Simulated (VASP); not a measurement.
ZrTl2: density of states with PBEsol

The system is ZrTl2.

```xyz
3
Lattice="5.1273 0.0000 0.0000 -2.5636 4.4404 0.0000 0.0000 0.0000 3.0911" Properties=species:S:1:pos:R:3 pbc="T T T"
Zr    0.0000    0.0000    0.0000
Tl    0.0000    2.9602    1.5455
Tl    2.5636    1.4801    1.5455
```

| Item | Value |
| --- | --- |
| Program | VASP 6.6.1 |
| Task | density of states |
| Functional | PBEsol |
| Potentials or basis | VASP PAW PBE potentials, release 64 (Zr_sv, Tl_d) |
| Cutoff | 520 eV |
| k mesh | 8 × 8 × 8 |
| Occupations | gaussian, width 0.05 eV |
| Spin | no spin polarisation |
| Dipole correction | no |
| k mesh for the DOS | 12 × 12 × 12 |
| Occupations for the DOS | tetrahedron |
| Further INCAR settings | ALGO = Fast; EDIFF = 1e-06 |

```yaml
Valence_electrons_inside_the_program's_atomic_spheres: Zr 9.71; Tl 11.36
```

Levels at points of the mesh, in eV from the Fermi level:
| k point | band 16 | band 17 | band 18 | band 19 | band 20 | band 21 | band 22 | band 23 |
| --- | --- | --- | --- | --- | --- | --- | --- | --- |
| (0.00, 0.00, 0.00) | -3.81 | -2.80 | -2.80 | -1.44 | 1.58 | 1.58 | 2.79 | 2.79 |
| (0.50, 0.00, 0.00) | -7.84 | -2.63 | -2.46 | -0.51 | 0.03 | 2.42 | 2.46 | 2.82 |
| (0.00, 0.00, 0.50) | -4.45 | -0.96 | -0.96 | -0.36 | 0.90 | 0.90 | 1.39 | 1.55 |
| (0.50, 0.00, 0.50) | -4.24 | -2.41 | -2.40 | -2.13 | 1.21 | 1.24 | 1.46 | 1.90 |

Run time: 6.5 min on 1 thread of Oxide Virtual Turin-like Processor, with other jobs on the host, peak memory 0.31 GiB.

Caveat: spin-orbit coupling is left out, which moves the levels of the heavy elements.
